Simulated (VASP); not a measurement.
# NaCaF3 (Pm-3m) in VASP: single point with r2SCAN

Aim: the single point of NaCaF3 with r2SCAN.

All numbers are computed with VASP 6.6.1; they aren't measurements. Logs are shortened: lines on timing, memory, paths and dates and some standing lists are left out, and cuts for length are marked.

## (1) The cell of the first run

Symmetry: Pm-3m, No. 221, cubic system. Conventional cell: a = 4.466 Å, b = 4.466 Å, c = 4.466 Å, α = 90.00°, β = 90.00°, γ = 90.00°. Within 4.2 Å of Na (site symmetry m-3m) lie 12 F at 3.16 Å and 8 Ca at 3.87 Å. Ca (site symmetry m-3m) has 6 F at 2.23 Å within 3.0 Å. F (site symmetry 4/mmm) has 2 Ca at 2.23 Å within 3.0 Å.

## (2) Single point, r2SCAN (17.82 Å³/atom)

File POSCAR:

```
NaCaF3
1.0
    4.4664803566      0.0000000000      0.0000000000
    0.0000000000      4.4664803566      0.0000000000
    0.0000000000      0.0000000000      4.4664803566
Na Ca F
1 1 3
Direct
    0.0000000000      0.0000000000      0.0000000000
    0.5000000000      0.5000000000      0.5000000000
    0.5000000000      0.5000000000      0.0000000000
    0.5000000000      0.0000000000      0.5000000000
    0.0000000000      0.5000000000      0.5000000000
```

File INCAR.step1:

```
SYSTEM = NaCaF3
PREC = Accurate
ENCUT = 970
ISMEAR = 0
SIGMA = 0.01
LREAL = .False.
LASPH = .True.
NELM = 120
NBANDS = 28
GGA = PE
ALGO = Normal
EDIFF = 1E-5
LWAVE = .True.
LCHARG = .False.
GGA_COMPAT = .False.
```

File INCAR.step2:

```
SYSTEM = NaCaF3
PREC = Accurate
ENCUT = 970
EDIFF = 1E-6
ISMEAR = 0
SIGMA = 0.01
LREAL = .False.
LASPH = .True.
NELM = 120
ALGO = Normal
ISIF = 2
LWAVE = .False.
LCHARG = .True.
METAGGA = R2SCAN
LMIXTAU = .True.
LELF = .True.
LVHAR = .True.
NBANDS = 28
ISTART = 1
GGA_COMPAT = .False.
```

File KPOINTS:

```
Automatic mesh
0
Gamma
  6 6 6
  0 0 0
```

Potentials or basis: VASP PAW PBE potentials, release 64 (Na_sv, Ca_sv, F).

Started as:

```console
cat potpaw_PBE.64/Na_sv/POTCAR potpaw_PBE.64/Ca_sv/POTCAR potpaw_PBE.64/F/POTCAR > POTCAR
cp INCAR.step1 INCAR
mpirun -np 1 vasp_std > vasp.out
cp INCAR.step2 INCAR
mpirun -np 1 vasp_std > vasp.out
```

OUTCAR:

```text
SYSTEM = NaCaF3
   PREC = Accurate
   ENCUT = 970
   EDIFF = 1E-6
   ISMEAR = 0
   LREAL = .False.
   LASPH = .True.
   NELM = 120
   ISIF = 2
   METAGGA = R2SCAN
   ISTART = 1

 ion  position               nearest neighbor table
   1  0.000  0.000  0.000-
   2  0.500  0.500  0.500-   3 2.23   4 2.23   5 2.23   3 2.23   4 2.23   5 2.23
   3  0.500  0.500  0.000-   2 2.23   2 2.23
   4  0.500  0.000  0.500-   2 2.23   2 2.23
   5  0.000  0.500  0.500-   2 2.23   2 2.23

  LATTYP: Found a simple cubic cell.
 ALAT       =     4.4664803566

  Lattice vectors:

 A1 = (   4.4664803566,   0.0000000000,   0.0000000000)
 A2 = (   0.0000000000,   4.4664803566,   0.0000000000)
 A3 = (   0.0000000000,   0.0000000000,   4.4664803566)

Analysis of symmetry for initial positions (statically):
=====================================================================
 Subroutine PRICEL returns:
 Original cell was already a primitive cell.

 Routine SETGRP: Setting up the symmetry group for a
 simple cubic supercell.

 Subroutine GETGRP returns: Found 48 space group operations
 (whereof 48 operations were pure point group operations)
 out of a pool of 48 trial point group operations.

The static configuration has the point symmetry O_h .

Analysis of symmetry for dynamics (positions and initial velocities):
=====================================================================
 Subroutine PRICEL returns:
 Original cell was already a primitive cell.

 Routine SETGRP: Setting up the symmetry group for a
 simple cubic supercell.

 Subroutine GETGRP returns: Found 48 space group operations
 (whereof 48 operations were pure point group operations)
 out of a pool of 48 trial point group operations.

The dynamic configuration has the point symmetry O_h .

 Subroutine INISYM returns: Found 48 space group operations
 (whereof 48 operations are pure point group operations),
 and found     1 'primitive' translations

----------------------------------------------------------------------------------------

                                     Primitive cell

  volume of cell :      89.1038

  direct lattice vectors                    reciprocal lattice vectors
     4.466480357  0.000000000  0.000000000     0.223889936  0.000000000  0.000000000
     0.000000000  4.466480357  0.000000000     0.000000000  0.223889936  0.000000000
     0.000000000  0.000000000  4.466480357     0.000000000  0.000000000  0.223889936

  length of vectors
     4.466480357  4.466480357  4.466480357     0.223889936  0.223889936  0.223889936

  position of ions in fractional coordinates (direct lattice)
     0.000000000  0.000000000  0.000000000
     0.500000000  0.500000000  0.500000000
     0.500000000  0.500000000  0.000000000
     0.500000000  0.000000000  0.500000000
     0.000000000  0.500000000  0.500000000

  ion indices of the primitive-cell ions
   primitive index   ion index
                 1           1
                 2           2
                 3           3
                 4           4
                 5           5

----------------------------------------------------------------------------------------

 KPOINTS: Automatic mesh

Automatic generation of k-mesh.
 Grid dimensions read from file:
 generate k-points for:    6    6    6

 Generating k-lattice:

  Cartesian coordinates                     Fractional coordinates (reciprocal lattice)
     0.037314989  0.000000000  0.000000000     0.166666667  0.000000000  0.000000000
     0.000000000  0.037314989  0.000000000     0.000000000  0.166666667  0.000000000
     0.000000000  0.000000000  0.037314989     0.000000000  0.000000000  0.166666667

  Length of vectors
     0.037314989  0.037314989  0.037314989

  Shift w.r.t. Gamma in fractional coordinates (k-lattice)
     0.000000000  0.000000000  0.000000000

 Subroutine IBZKPT returns following result:
 ===========================================

 Found     20 irreducible k-points:

 Following reciprocal coordinates:
            Coordinates               Weight
  0.000000  0.000000  0.000000      1.000000
  0.166667  0.000000  0.000000      6.000000
  0.333333  0.000000  0.000000      6.000000
  0.500000  0.000000  0.000000      3.000000
  0.166667  0.166667  0.000000     12.000000
  0.333333  0.166667  0.000000     24.000000
[... 12 lines left out ...]
  0.500000  0.500000  0.333333      6.000000
  0.500000  0.500000  0.500000      1.000000
   k-points           NKPTS =     20   k-points in BZ     NKDIM =     20   number of bands    NBANDS=     28
   number of dos      NEDOS =    301   number of ions     NIONS =      5
   total plane-waves  NPLWV = 110592
   dimension x,y,z NGX =    48 NGY =   48 NGZ =   48
   dimension x,y,z NGXF=    96 NGYF=   96 NGZF=   96
   ions per type =               1   1   3
   NGX,Y,Z   is equivalent  to a cutoff of  17.87, 17.87, 17.87 a.u.
   NGXF,Y,Z  is equivalent  to a cutoff of  35.73, 35.73, 35.73 a.u.
 SYSTEM =  NaCaF3
   PREC   = accura    normal or accurate (medium, high low for compatibility)
   ISTART =      1    job   : 0-new  1-cont  2-samecut
   ICHARG =      0    charge: 1-file 2-atom 10-const
   ISPIN  =      1    spin polarized calculation?
   LNONCOLLINEAR =      F non collinear calculations
   LSORBIT =      F    spin-orbit coupling
   LASPH  =      T    aspherical Exc in radial PAW
   ENCUT  =  970.0 eV  71.29 Ry    8.44 a.u.  11.34 11.34 11.34*2*pi/ulx,y,z
   NELM   =    120;   NELMIN=  2; NELMDL=  0     # of ELM steps
   EDIFF  = 0.1E-05   stopping-criterion for ELM
   LREAL  =      F    real-space projection
[... 7 lines left out ...]
   TEBEG  =    0.0;   TEEND  =   0.0 temperature during run
   PSTRESS=    0.0 pullay stress
   NELECT =      40.0000    total number of electrons
   NUPDOWN=      -1.0000    fix difference up-down
   EMIN   =  10.00;   EMAX   =-10.00  energy-range for DOS
   EFERMI =   0.00;   METHOD = LEGACY
   ISMEAR =     0;   SIGMA  =   0.01  broadening in eV -4-tet -1-fermi 0-gaus
   EFERMI_NEDOS =   21; number of points for ismear=-14 and -15
   IALGO  =     38    algorithm
   IMIX   =      4    mixing-type and parameters
     AMIX     =   0.40;   BMIX     =  1.00
     AMIX_MAG =   1.60;   BMIX_MAG =  1.00
  volume/ion in A,a.u.               =      17.82       120.26
  Fermi-wavevector in a.u.,A,eV,Ry     =   1.253515  2.368799 21.378819  1.571299
  Thomas-Fermi vector in A             =   2.387364
   LORBIT       =      0    0 simple, 1 ext, 2 COOP (PROOUT), +10 PAW based schemes
   METAGGA = R2SCAN    functional components
   LHFCALC =     F    Hartree Fock is set to
   AEXX    =    0.0000 exact exchange contribution
   IVDW    =     0    specifies the selected vdW correction
   LEPSILON=     F    determine dielectric tensor
   LRPA    =     F    only Hartree local field effects (RPA)
 non-spin polarized calculation
 Gauss-broadening in eV      SIGMA  =   0.01
  energy-cutoff  :      970.00
  volume of cell :       89.10
 maximum number of plane-waves:      6152
 NGX is ok and might be reduce to    48
   NGX = 23   NGY = 23   NGZ = 23

 number of electron      40.0000006 magnetization

 Free energy of the ion-electron system (eV)
  ---------------------------------------------------
  ext. energy  EPLUGINS =         0.00000000
  ---------------------------------------------------
  free energy    TOTEN  =       -37.28017160 eV

  energy without entropy =      -37.28017160  energy(sigma->0) =      -37.28017160

 E-fermi :  -2.9624     XC(G=0):  -8.2752

 val. band max:       -3.1494221004   @ k =   0.5000   0.5000   0.5000
 cond. band min:       2.5971037268   @ k =   0.0000   0.0000   0.0000
 fundamental gap:      5.7465258272
 Fermi energy:        -2.9623688135

 k-point     1 :       0.0000    0.0000    0.0000
  band No.  band energies     occupation
      1     -54.7105      2.00000
      2     -39.7638      2.00000
      3     -25.1026      2.00000
      4     -25.1026      2.00000
      5     -25.1026      2.00000
      6     -23.4950      2.00000
[... 20 lines left out ...]
     27      10.1384      0.00000
     28      10.1384      0.00000

 k-point     2 :       0.1667    0.0000    0.0000
  band No.  band energies     occupation
      1     -54.7105      2.00000
      2     -39.7624      2.00000
      3     -25.1039      2.00000
      4     -25.1027      2.00000
      5     -25.1027      2.00000
      6     -23.5492      2.00000
[... 20 lines left out ...]
     27       9.5044      0.00000
     28      10.1928      0.00000

 k-point     3 :       0.3333    0.0000    0.0000
  band No.  band energies     occupation
      1     -54.7105      2.00000
      2     -39.7596      2.00000
      3     -25.1063      2.00000
      4     -25.1026      2.00000
      5     -25.1026      2.00000
      6     -23.7200      2.00000
[... 20 lines left out ...]
     27       9.8601      0.00000
     28      10.3411      0.00000

 k-point     4 :       0.5000    0.0000    0.0000
  band No.  band energies     occupation
      1     -54.7105      2.00000
      2     -39.7582      2.00000
      3     -25.1075      2.00000
      4     -25.1026      2.00000
      5     -25.1026      2.00000
      6     -23.8032      2.00000
[... 20 lines left out ...]
     27      10.1033      0.00000
     28      10.4430      0.00000

 k-point     5 :       0.1667    0.1667    0.0000
  band No.  band energies     occupation
      1     -54.7105      2.00000
      2     -39.7610      2.00000
      3     -25.1040      2.00000
      4     -25.1036      2.00000
      5     -25.1026      2.00000
      6     -23.5659      2.00000
[... 20 lines left out ...]
     27       9.5117      0.00000
     28       9.6066      0.00000

 k-point     6 :       0.3333    0.1667    0.0000
  band No.  band energies     occupation
      1     -54.7105      2.00000
      2     -39.7582      2.00000
      3     -25.1061      2.00000
      4     -25.1036      2.00000
      5     -25.1026      2.00000
      6     -23.7186      2.00000
[... 339 lines left out ...]
      5     -25.1041      2.00000
      6     -23.7270      2.00000
[... 20 lines left out ...]
     27       8.5968      0.00000
     28      10.2101      0.00000

 k-point    18 :       0.5000    0.3333    0.3333
  band No.  band energies     occupation
      1     -54.7105      2.00000
      2     -39.7498      2.00000
      3     -25.1052      2.00000
      4     -25.1045      2.00000
      5     -25.1037      2.00000
      6     -23.7972      2.00000
[... 20 lines left out ...]
     27       9.7027      0.00000
     28       9.7686      0.00000

 k-point    19 :       0.5000    0.5000    0.3333
  band No.  band energies     occupation
      1     -54.7104      2.00000
      2     -39.7484      2.00000
      3     -25.1047      2.00000
      4     -25.1047      2.00000
      5     -25.1036      2.00000
      6     -23.7967      2.00000
[... 20 lines left out ...]
     27       9.4144      0.00000
     28       9.8001      0.00000

 k-point    20 :       0.5000    0.5000    0.5000
  band No.  band energies     occupation
      1     -54.7104      2.00000
      2     -39.7470      2.00000
      3     -25.1040      2.00000
      4     -25.1040      2.00000
      5     -25.1040      2.00000
      6     -23.7966      2.00000
[... 20 lines left out ...]
     27       9.7040      0.00000
     28       9.7751      0.00000

------------------------ aborting loop because EDIFF is reached ----------------------------------------

  FORCE on cell =-STRESS in cart. coord.  units (eV):
  Direction    XX          YY          ZZ          XY          YZ          ZX
  --------------------------------------------------------------------------------------
  -------------------------------------------------------------------------------------
  Total       -1.3422891     -1.3422891     -1.3422891     -0.0000000      0.0000000      0.0000000
  in kB      -24.1357261    -24.1357261    -24.1357261     -0.0000000      0.0000000      0.0000000
  external PRESSURE =     -24.1357261 kB  Pullay stress =       0.0000000 kB

 VOLUME and BASIS-vectors are now :
 -----------------------------------------------------------------------------
  energy-cutoff  :      970.00
  volume of cell :       89.10
      direct lattice vectors                 reciprocal lattice vectors
     4.466480357  0.000000000  0.000000000     0.223889936  0.000000000  0.000000000
     0.000000000  4.466480357  0.000000000     0.000000000  0.223889936  0.000000000
     0.000000000  0.000000000  4.466480357     0.000000000  0.000000000  0.223889936

 POSITION                                       TOTAL-FORCE (eV/Angst)
 -----------------------------------------------------------------------------------
      0.00000      0.00000      0.00000         0.000000      0.000000      0.000000
      2.23324      2.23324      2.23324         0.000000      0.000000      0.000000
      2.23324      2.23324      0.00000         0.000000      0.000000      0.000000
      2.23324      0.00000      2.23324         0.000000      0.000000      0.000000
      0.00000      2.23324      2.23324         0.000000      0.000000      0.000000
 -----------------------------------------------------------------------------------
    total drift:                                0.000000     -0.000000     -0.000000

  FREE ENERGIE OF THE ION-ELECTRON SYSTEM (eV)
  ---------------------------------------------------
  free  energy   TOTEN  =       -37.2801716019 eV

  energy  without entropy=      -37.2801716019  energy(sigma->0) =      -37.28017160
```

It took 5.5 min on 1 thread of Intel Xeon Platinum 8259CL at 2.50GHz (Skylake/Cascade Lake), shared host; peak memory 0.43 GiB.

What came out:

- Free energy: -37.2802 eV
- Pressure: -2.4 GPa
- Band gap on the k mesh: 5.75 eV (least direct gap 5.92 eV)

Caveat: the PAW data sets were made with another functional, which shifts forces and pressure a little.
